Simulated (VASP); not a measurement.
A run of VASP 6.6.1:

INCAR

```
  PREC = Accurate
  ENCUT = 520
  EDIFF = 1E-7
  ISMEAR = 1
  SIGMA = 0.1
  LREAL = Auto
  LASPH = True
  NELM = 60
  ALGO = Normal
  ISIF = 2
  LWAVE = False
  LCHARG = False
  GGA = PE
  NBANDS = 59
```

KPOINTS

```
regular mesh
0
Gamma
  3 3 2
```

File POSCAR:

```
Ti4Al12O
1.0
    3.8447514400      3.8447514400      0.0000000000
   -3.8447514400      3.8447514400      0.0000000000
    0.0000000000      0.0000000000      8.6237151300
Ti Al O
4 12 1
Direct
    0.0222279706     -0.0224696371     -0.0004278043
   -0.0026237674      0.4975180583      0.4973388105
    0.5022270895      0.0023594808      0.4973316802
    0.4773013063      0.5224388154     -0.0004215749
    0.0053504874     -0.0055951598      0.4985690277
   -0.0118877831      0.4883214957     -0.0215582522
    0.5114406346      0.0116366917     -0.0215684137
    0.4942433027      0.5054936692      0.4985538660
    0.2498312393      0.2499513964      0.2574725607
    0.2497844187      0.7499494432      0.7418722086
    0.7497872248      0.2499800356      0.7319012130
    0.7497842583      0.7499434343      0.2574824020
    0.2497860303      0.2499458503      0.7463556569
    0.2497719853      0.7499627918      0.2506117136
    0.7498252195      0.2499597871      0.2791435828
    0.7497950568      0.7499655973      0.7463487779
   -0.2502297808      0.2500280033      0.0638657221
```

Potentials or basis: VASP PAW PBE potentials, release 64 (Ti_sv, Al, O).

Launch:

```sh
$ cat potpaw_PBE.64/Ti_sv/POTCAR potpaw_PBE.64/Al/POTCAR potpaw_PBE.64/O/POTCAR > POTCAR
$ mpirun -np 1 vasp_std > vasp.out
```

Hardware: 1 thread of AMD EPYC 9R45 96-Core Processor (Zen 5) (shared host).

Task: Estimate the wall time of this run.

Result: It took 2.4 min on 1 thread of AMD EPYC 9R45 96-Core Processor (Zen 5), on a shared host, peak memory 0.32 GiB. Counts: scf iterations 21, k points 10.
